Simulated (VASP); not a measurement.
# CdS (Hawleyite) (P1) in VASP: further runs

The runs below take CdS (Hawleyite) through single point, with PBE.

All numbers are computed with VASP 6.6.1; they aren't measurements. Logs are shortened: lines on timing, memory, paths and dates and some standing lists are left out, and cuts for length are marked.

## (1) The cell of the first run

The typed cell holds 2 atoms: a = 4.093 Å, b = 4.063 Å, c = 4.004 Å, α = 61.06°, β = 62.63°, γ = 60.35°.

## (2) Single point, PBE

Input file INCAR:

```
SYSTEM = CdS
  ALGO = Normal
  EDIFF = 1E-6
  ENCUT = 520
  GGA = PE
  ISIF = 2
  ISMEAR = 0
  LASPH = .TRUE.
  LCHARG = .FALSE.
  LREAL = .FALSE.
  LWAVE = .FALSE.
  NBANDS = 16
  NELM = 80
  PREC = Accurate
  SIGMA = 0.01
```

Input file KPOINTS:

```
k-points
0
G
  4 4 4
  0 0 0
```

Input file POSCAR:

```
CdS
1.0
   -0.0855900000      2.8337100000      2.9526500000
    2.8421600000     -0.0357600000      2.9028100000
    2.8603000000      2.8020200000     -0.0539000000
Cd S
1 1
Direct
    0.0044100000      0.0085800000      0.9974700000
    0.2363777772      0.2568206499      0.2411987718
```

Potentials or basis: VASP PAW PBE potentials, release 64 (Cd, S).

Run with:

```bash
cat potpaw_PBE.64/Cd/POTCAR potpaw_PBE.64/S/POTCAR > POTCAR
mpirun -np 1 vasp_std > vasp.out
```

OUTCAR:

```text
SYSTEM = CdS
   EDIFF = 1E-6
   ENCUT = 520
   GGA = PE
   ISIF = 2
   ISMEAR = 0
   LASPH = .TRUE.
   LREAL = .FALSE.
   NELM = 80
   PREC = Accurate

 ion  position               nearest neighbor table
   1  0.004  0.009  0.997-   2 2.37   2 2.51   2 2.54   2 2.62
   2  0.236  0.257  0.241-   1 2.37   1 2.51   1 2.54   1 2.62

  LATTYP: Found a triclinic cell.
 ALAT       =     7.0619870137
 B/A-ratio  =     0.5805396788
 C/A-ratio  =     1.3915135351
 COS(alpha) =     0.0021519058
 COS(beta)  =     0.4710760903
 COS(gamma) =     0.8664934472

  Lattice vectors:

 A1 = (   5.7699100000,  -2.9052300000,   2.8529700000)
 A2 = (   2.9277500000,  -2.8694700000,  -0.0498400000)
 A3 = (   5.6168700000,   5.5999700000,   5.8015600000)

Analysis of symmetry for initial positions (statically):
=====================================================================
 Subroutine PRICEL returns:
 Original cell was already a primitive cell.

 Routine SETGRP: Setting up the symmetry group for a
 triclinic supercell.

 Subroutine GETGRP returns: Found  1 space group operations
 (whereof  1 operations were pure point group operations)
 out of a pool of  2 trial point group operations.

The static configuration has the point symmetry C_1 .

Analysis of symmetry for dynamics (positions and initial velocities):
=====================================================================
 Subroutine PRICEL returns:
 Original cell was already a primitive cell.

 Routine SETGRP: Setting up the symmetry group for a
 triclinic supercell.

 Subroutine GETGRP returns: Found  1 space group operations
 (whereof  1 operations were pure point group operations)
 out of a pool of  2 trial point group operations.

The dynamic configuration has the point symmetry C_1 .

 Subroutine INISYM returns: Found  1 space group operations
 (whereof  1 operations are pure point group operations),
 and found     1 'primitive' translations

----------------------------------------------------------------------------------------

                                     Primitive cell

  volume of cell :      48.4744

  direct lattice vectors                    reciprocal lattice vectors
    -0.085590000  2.833710000  2.952650000    -0.167754517  0.174444553  0.166398529
     2.842160000 -0.035760000  2.902810000     0.173826112 -0.174129987  0.172154391
     2.860300000  2.802020000 -0.053900000     0.171870177  0.178245636 -0.166083374

  length of vectors
     4.093333609  4.062690997  4.004439709     0.293702146  0.300289700  0.298151894

  position of ions in fractional coordinates (direct lattice)
     0.004410000  0.008580000  0.997470000
     0.236377777  0.256820650  0.241198772

  ion indices of the primitive-cell ions
   primitive index   ion index
                 1           1
                 2           2

----------------------------------------------------------------------------------------

 KPOINTS: k-points

Automatic generation of k-mesh.
 Grid dimensions read from file:
 generate k-points for:    4    4    4

 Generating k-lattice:

  Cartesian coordinates                     Fractional coordinates (reciprocal lattice)
    -0.041938629  0.043611138  0.041599632     0.250000000  0.000000000  0.000000000
     0.043456528 -0.043532497  0.043038598    -0.000000000  0.250000000 -0.000000000
     0.042967544  0.044561409 -0.041520843     0.000000000  0.000000000  0.250000000

  Length of vectors
     0.073425536  0.075072425  0.074537973

  Shift w.r.t. Gamma in fractional coordinates (k-lattice)
     0.000000000  0.000000000  0.000000000

 Subroutine IBZKPT returns following result:
 ===========================================

 Found     36 irreducible k-points:

 Following reciprocal coordinates:
            Coordinates               Weight
  0.000000  0.000000  0.000000      1.000000
  0.250000  0.000000 -0.000000      2.000000
  0.500000  0.000000 -0.000000      1.000000
  0.000000  0.250000  0.000000      2.000000
  0.250000  0.250000  0.000000      2.000000
  0.500000  0.250000  0.000000      2.000000
[... 16 lines left out ...]
  0.000000 -0.250000  0.250000      2.000000
  0.250000 -0.250000  0.250000      2.000000
 [... further k-points ...]
   k-points           NKPTS =     36   k-points in BZ     NKDIM =     36   number of bands    NBANDS=     16
   number of dos      NEDOS =    301   number of ions     NIONS =      2
   total plane-waves  NPLWV =  27000
   dimension x,y,z NGX =    30 NGY =   30 NGZ =   30
   dimension x,y,z NGXF=    60 NGYF=   60 NGZF=   60
   ions per type =               1   1
   NGX,Y,Z   is equivalent  to a cutoff of  12.18, 12.28, 12.45 a.u.
   NGXF,Y,Z  is equivalent  to a cutoff of  24.37, 24.55, 24.91 a.u.
 SYSTEM =  CdS
   PREC   = accura    normal or accurate (medium, high low for compatibility)
   ISTART =      0    job   : 0-new  1-cont  2-samecut
   ICHARG =      2    charge: 1-file 2-atom 10-const
   ISPIN  =      1    spin polarized calculation?
   LNONCOLLINEAR =      F non collinear calculations
   LSORBIT =      F    spin-orbit coupling
   LASPH  =      T    aspherical Exc in radial PAW
   ENCUT  =  520.0 eV  38.22 Ry    6.18 a.u.   7.61  7.55  7.45*2*pi/ulx,y,z
   NELM   =     80;   NELMIN=  2; NELMDL= -5     # of ELM steps
   EDIFF  = 0.1E-05   stopping-criterion for ELM
   LREAL  =      F    real-space projection
   EDIFFG = 0.1E-04   stopping-criterion for IOM
   NSW    =      0    number of steps for IOM
   IBRION =     -1    ionic relax: 0-MD 1-quasi-New 2-CG
   NFREE  =      0    steps in history (QN), initial steepest desc. (CG)
   ISIF   =      2    stress and relaxation
   ISYM   =      2    0-nonsym 1-usesym 2-fastsym
   POTIM  = 0.5000    time-step for ionic-motion
   TEBEG  =    0.0;   TEEND  =   0.0 temperature during run
   PSTRESS=    0.0 pullay stress
   NELECT =      18.0000    total number of electrons
   NUPDOWN=      -1.0000    fix difference up-down
   EMIN   =  10.00;   EMAX   =-10.00  energy-range for DOS
   EFERMI =   0.00;   METHOD = LEGACY
   ISMEAR =     0;   SIGMA  =   0.01  broadening in eV -4-tet -1-fermi 0-gaus
   EFERMI_NEDOS =   21; number of points for ismear=-14 and -15
   IALGO  =     38    algorithm
   IMIX   =      4    mixing-type and parameters
     AMIX     =   0.40;   BMIX     =  1.00
     AMIX_MAG =   1.60;   BMIX_MAG =  1.00
  volume/ion in A,a.u.               =      24.24       163.56
  Fermi-wavevector in a.u.,A,eV,Ry     =   1.176688  2.223618 18.838564  1.384595
  Thomas-Fermi vector in A             =   2.313048
   LORBIT       =      0    0 simple, 1 ext, 2 COOP (PROOUT), +10 PAW based schemes
   GGA     = PE    functional components
   LHFCALC =     F    Hartree Fock is set to
   AEXX    =    0.0000 exact exchange contribution
   IVDW    =     0    specifies the selected vdW correction
   LEPSILON=     F    determine dielectric tensor
   LRPA    =     F    only Hartree local field effects (RPA)
 non-spin polarized calculation
 Gauss-broadening in eV      SIGMA  =   0.01
  energy-cutoff  :      520.00
  volume of cell :       48.47
 maximum number of plane-waves:      1320
   NGX = 15   NGY = 15   NGZ = 15

 number of electron      17.9999999 magnetization

 Free energy of the ion-electron system (eV)
  ---------------------------------------------------
  ext. energy  EPLUGINS =         0.00000000
  ---------------------------------------------------
  free energy    TOTEN  =        -5.97758097 eV

  energy without entropy =       -5.97758097  energy(sigma->0) =       -5.97758097

 E-fermi :   1.7219     XC(G=0):  -9.2463

 val. band max:        1.6020917251   @ k =   0.0000   0.0000   0.0000
 cond. band min:       2.7580282204   @ k =   0.0000   0.0000   0.0000
 fundamental gap:      1.1559364953
 Fermi energy:         1.7219447456

 k-point     1 :       0.0000    0.0000    0.0000
  band No.  band energies     occupation
      1     -11.0125      2.00000
      2      -6.4277      2.00000
      3      -6.3108      2.00000
      4      -6.2456      2.00000
      5      -5.8182      2.00000
      6      -5.8009      2.00000
[... 8 lines left out ...]
     15      13.0830      0.00000
     16      13.2876      0.00000

 k-point     2 :       0.2500    0.0000   -0.0000
  band No.  band energies     occupation
      1     -10.8103      2.00000
      2      -6.3594      2.00000
      3      -6.2680      2.00000
      4      -6.0042      2.00000
      5      -5.8025      2.00000
      6      -5.7931      2.00000
[... 8 lines left out ...]
     15      12.3740      0.00000
     16      13.1268      0.00000

 k-point     3 :       0.5000    0.0000   -0.0000
  band No.  band energies     occupation
      1     -10.6069      2.00000
      2      -6.3048      2.00000
      3      -6.2397      2.00000
      4      -5.7835      2.00000
      5      -5.7599      2.00000
      6      -5.4194      2.00000
[... 8 lines left out ...]
     15      13.8832      0.00000
     16      14.1903      0.00000

 k-point     4 :       0.0000    0.2500    0.0000
  band No.  band energies     occupation
      1     -10.7857      2.00000
      2      -6.3235      2.00000
      3      -6.2187      2.00000
      4      -6.0484      2.00000
      5      -5.8025      2.00000
      6      -5.7981      2.00000
[... 8 lines left out ...]
     15      12.3464      0.00000
     16      12.9367      0.00000
[... 324 lines left out ...]
 k-point    22 :      -0.2500    0.5000    0.2500
  band No.  band energies     occupation
      1     -10.4321      2.00000
      2      -6.1082      2.00000
      3      -6.0386      2.00000
      4      -5.8595      2.00000
      5      -5.8020      2.00000
      6      -5.1457      2.00000
[... 8 lines left out ...]
     15      14.4821      0.00000
     16      14.8569      0.00000

 k-point    23 :       0.0000   -0.2500    0.2500
  band No.  band energies     occupation
      1     -10.5719      2.00000
      2      -6.2399      2.00000
      3      -6.1234      2.00000
      4      -5.8665      2.00000
      5      -5.8000      2.00000
      6      -5.5250      2.00000
[... 8 lines left out ...]
     15      14.0293      0.00000
     16      14.9902      0.00000

 k-point    24 :       0.2500   -0.2500    0.2500
  band No.  band energies     occupation
      1     -10.4912      2.00000
      2      -6.1940      2.00000
      3      -6.0303      2.00000
      4      -5.9614      2.00000
      5      -5.7445      2.00000
      6      -5.3350      2.00000
[... 8 lines left out ...]
     15      14.2088      0.00000
     16      15.1734      0.00000

 [... further k-points ...]
[... 5 lines left out ...]
  --------------------------------------------------------------------------------------
  -------------------------------------------------------------------------------------
  Total        1.8502496      1.8229970      1.7000203      1.0102834      0.4641888      1.2777750
  in kB       61.1544710     60.2537180     56.1890889     33.3918988     15.3423743     42.2330344
  external PRESSURE =      59.1990926 kB  Pullay stress =       0.0000000 kB

 VOLUME and BASIS-vectors are now :
 -----------------------------------------------------------------------------
  energy-cutoff  :      520.00
  volume of cell :       48.47
      direct lattice vectors                 reciprocal lattice vectors
    -0.085590000  2.833710000  2.952650000    -0.167754517  0.174444553  0.166398529
     2.842160000 -0.035760000  2.902810000     0.173826112 -0.174129987  0.172154391
     2.860300000  2.802020000 -0.053900000     0.171870177  0.178245636 -0.166083374

 POSITION                                       TOTAL-FORCE (eV/Angst)
 -----------------------------------------------------------------------------------
      2.87707      2.80712     -0.01584        -0.371261     -0.728040     -0.631024
      1.39959      1.33649      1.43044         0.371261      0.728040      0.631024
 -----------------------------------------------------------------------------------
    total drift:                               -0.000426      0.000349     -0.000100

  FREE ENERGIE OF THE ION-ELECTRON SYSTEM (eV)
  ---------------------------------------------------
  free  energy   TOTEN  =        -5.9775809680 eV

  energy  without entropy=       -5.9775809680  energy(sigma->0) =       -5.97758097
```

Run time: 28 s. Hardware: 1 thread of Intel Xeon Platinum 8259CL at 2.50GHz (Skylake/Cascade Lake), shared host; peak memory 0.18 GiB.

What came out:

* Free energy: -5.9776 eV
* Pressure: 5.9 GPa
* Largest force: 1.033 eV/Å
* Band gap on the k mesh: 1.16 eV, direct

Forces in eV/Å, atoms in the order of the input:
```
Cd  -0.371 -0.728 -0.631
S    0.371  0.728  0.631
```

Stress tensor (GPa, compression positive):
```
6.12 3.34 4.22
3.34 6.03 1.53
4.22 1.53 5.62
```

Caveat: the k points lie up to 0.47 Å⁻¹ apart; forces of over 1 eV/Å act on the atoms, so gaps and moduli don't describe the material at rest.

## (3) Single point, PBE

Input file INCAR:

```
PREC     = Accurate       # precision mode
ENCUT    = 520            # plane-wave cutoff, eV
EDIFF    = 1E-7           # SCF threshold, eV
ISMEAR   = 0              # smearing method
SIGMA    = 0.01           # smearing width, eV
LREAL    = False          # projectors in reciprocal space
LASPH    = True           # aspherical terms in the spheres
NELM     = 80             # most SCF steps
ALGO     = Normal         # electronic algorithm
ISIF     = 2              # what is computed and relaxed
LWAVE    = False          # write WAVECAR
LCHARG   = False          # write CHGCAR
GGA      = PE             # functional
NBANDS   = 16             # bands
```

Input file KPOINTS:

```
regular mesh
0
Gamma
  4 4 4
```

Edit POSCAR of step 2 so:

```diff
@@ -9,2 +9,2 @@
     0.0044100000      0.0085800000      0.9974700000
-    0.2363777772      0.2568206499      0.2411987718
+    0.2407388911      0.2524674003      0.2456549127
```

Potentials or basis: VASP PAW PBE potentials, release 64 (Cd, S).

Run with:

```bash
cat potpaw_PBE.64/Cd/POTCAR potpaw_PBE.64/S/POTCAR > POTCAR
mpirun -np 1 vasp_std > vasp.out
```

OUTCAR:

```text
PREC = Accurate
   ENCUT = 520
   EDIFF = 1E-7
   ISMEAR = 0
   LREAL = False
   LASPH = True
   NELM = 80
   ISIF = 2
   GGA = PE

 ion  position               nearest neighbor table
   1  0.004  0.009  0.997-   2 2.39   2 2.52   2 2.52   2 2.60
   2  0.241  0.252  0.246-   1 2.39   1 2.52   1 2.52   1 2.60

  LATTYP: Found a triclinic cell.
 ALAT       =     7.0619870137
 B/A-ratio  =     0.5805396788
 C/A-ratio  =     1.3915135351
 COS(alpha) =     0.0021519058
[... 647 lines left out ...]

------------------------ aborting loop because EDIFF is reached ----------------------------------------

  FORCE on cell =-STRESS in cart. coord.  units (eV):
  Direction    XX          YY          ZZ          XY          YZ          ZX
  --------------------------------------------------------------------------------------
  -------------------------------------------------------------------------------------
  Total        1.7753467      1.7978962      1.6212869      0.9888041      0.4106903      1.0668625
  in kB       58.6787780     59.4240855     53.5867939     32.6819646     13.5741395     35.2619526
  external PRESSURE =      57.2298858 kB  Pullay stress =       0.0000000 kB

 VOLUME and BASIS-vectors are now :
 -----------------------------------------------------------------------------
  energy-cutoff  :      520.00
  volume of cell :       48.47
      direct lattice vectors                 reciprocal lattice vectors
    -0.085590000  2.833710000  2.952650000    -0.167754517  0.174444553  0.166398529
     2.842160000 -0.035760000  2.902810000     0.173826112 -0.174129987  0.172154391
     2.860300000  2.802020000 -0.053900000     0.171870177  0.178245636 -0.166083374

 POSITION                                       TOTAL-FORCE (eV/Angst)
 -----------------------------------------------------------------------------------
      2.87707      2.80712     -0.01584        -0.318996     -0.586227     -0.605923
      1.39959      1.36149      1.43044         0.318996      0.586227      0.605923
 -----------------------------------------------------------------------------------
    total drift:                               -0.000502      0.000242     -0.000118

  FREE ENERGIE OF THE ION-ELECTRON SYSTEM (eV)
  ---------------------------------------------------
  free  energy   TOTEN  =        -5.9940106227 eV

  energy  without entropy=       -5.9940106227  energy(sigma->0) =       -5.99401062
```

OSZICAR:

```text
N       E                     dE             d eps       ncg     rms          rms(c)
DAV:   1     0.113187570482E+03    0.11319E+03   -0.91177E+03  1160   0.104E+03
DAV:   2    -0.223136444456E+01   -0.11542E+03   -0.10893E+03  1408   0.258E+02
DAV:   3    -0.653396484681E+01   -0.43026E+01   -0.42957E+01  1456   0.523E+01
DAV:   4    -0.656035972826E+01   -0.26395E-01   -0.26392E-01  1448   0.398E+00
DAV:   5    -0.656071035476E+01   -0.35063E-03   -0.35062E-03  1480   0.434E-01    0.879E+00
DAV:   6    -0.601564254031E+01    0.54507E+00   -0.83618E-01  1704   0.120E+01    0.694E+00
DAV:   7    -0.599337176349E+01    0.22271E-01   -0.22693E-01  1480   0.327E+00    0.328E+00
DAV:   8    -0.599393126185E+01   -0.55950E-03   -0.22136E-02  1400   0.192E+00    0.350E-01
DAV:   9    -0.599382013318E+01    0.11113E-03   -0.26931E-03  1456   0.795E-01    0.650E-02
DAV:  10    -0.599393060291E+01   -0.11047E-03   -0.28427E-04  1376   0.191E-01    0.650E-02
DAV:  11    -0.599401644917E+01   -0.85846E-04   -0.13249E-04  1336   0.963E-02    0.201E-02
DAV:  12    -0.599400946847E+01    0.69807E-05   -0.27856E-05  1504   0.725E-02    0.111E-02
DAV:  13    -0.599401088604E+01   -0.14176E-05   -0.46822E-06  1408   0.152E-02    0.126E-02
DAV:  14    -0.599401062224E+01    0.26380E-06   -0.33900E-07  1448   0.336E-03    0.406E-03
DAV:  15    -0.599401062274E+01   -0.49567E-09   -0.17663E-08  1056   0.950E-04
   1 F= -.59940106E+01 E0= -.59940106E+01  d E =-.980855E-13
```

Wall time 28 s (1 thread of Intel Xeon Platinum 8259CL at 2.50GHz (Skylake/Cascade Lake), shared host); peak memory 0.18 GiB.

Results:

```yaml
Free_energy: -5.9940 eV
Pressure: 5.7 GPa
Largest_force: 0.901 eV/Å
Band_gap_on_the_k_mesh: 1.15 eV, direct
```

Forces in eV/Å, atoms in the order of the input:
```
Cd  -0.319 -0.586 -0.606
S    0.319  0.586  0.606
```

Caveat: the k points lie up to 0.47 Å⁻¹ apart. PBE gaps usually lie below the measured ones, often by a third to a half.

## (4) Single point, PBE

Input file INCAR:

```
PREC = Accurate
ENCUT = 520
EDIFF = 1E-6
ISMEAR = 0
SIGMA = 0.01
LREAL = False
LASPH = True
NELM = 100
ALGO = Normal
ISIF = 2
LWAVE = False
LCHARG = True
GGA = PE
LELF = True
LVHAR = True
NBANDS = 16
```

Input file KPOINTS:

```
Automatic mesh
0
Gamma
  4 4 4
```

Edit POSCAR of step 3 so:

```diff
@@ -9,2 +9,2 @@
     0.0044100000      0.0085800000      0.9974700000
-    0.2407388911      0.2524674003      0.2456549127
+    0.2337611089      0.2594325997      0.2385250873
```

Run with:

```bash
cat potpaw_PBE.64/Cd/POTCAR potpaw_PBE.64/S/POTCAR > POTCAR
mpirun -np 1 vasp_std > vasp.out
```

Wall time 30 s (1 thread of Intel Xeon Platinum 8259CL at 2.50GHz (Skylake/Cascade Lake), shared host); peak memory 0.18 GiB.

The run converged. Its results:

| Quantity | Value |
| --- | --- |
| Free energy | -5.9660 eV |
| Pressure | 6.1 GPa |
| Largest force | 1.115 eV/Å |
| Band gap on the k mesh | 1.16 eV, direct |

Forces in eV/Å, atoms in the order of the input:
```
Cd  -0.403 -0.813 -0.647
S    0.403  0.813  0.647
```

Stress tensor (GPa, compression positive):
```
6.29 3.38 4.65
3.38 6.07 1.64
4.65 1.64 5.80
```

Levels at points of the mesh, in eV from the valence-band top:
```tsv
k point	band 5	band 6	band 7	band 8	band 9	band 10	band 11	band 12	band 13	band 14
(0.00, 0.00, 0.00)	-7.43	-7.41	-0.15	-0.06	0.00	1.16	6.20	6.44	6.85	11.15
(0.50, 0.00, 0.00)	-7.37	-7.02	-4.45	-0.82	-0.57	3.00	6.71	7.24	7.36	11.19
(0.00, 0.50, 0.00)	-7.36	-7.00	-4.63	-0.91	-0.80	2.94	6.40	7.49	7.56	11.08
(0.50, 0.50, 0.00)	-7.33	-6.99	-4.26	-2.04	-1.82	3.52	4.48	9.01	10.76	11.11
(0.00, 0.00, 0.50)	-7.37	-7.00	-4.56	-0.98	-0.62	2.98	6.67	7.19	7.47	11.03
(0.50, 0.00, 0.50)	-7.33	-6.90	-3.99	-2.24	-1.96	3.36	4.14	9.44	10.55	11.10
(0.00, 0.50, 0.50)	-7.33	-6.94	-4.15	-2.07	-1.95	3.43	4.29	9.20	10.66	11.09
(0.50, 0.50, 0.50)	-7.38	-7.02	-4.80	-1.10	-0.96	2.97	6.61	7.21	7.74	10.90
```

Caveat: the k points lie up to 0.47 Å⁻¹ apart; forces of over 1 eV/Å act on the atoms, so gaps and moduli don't describe the material at rest. PBE gaps usually lie below the measured ones, often by a third to a half.
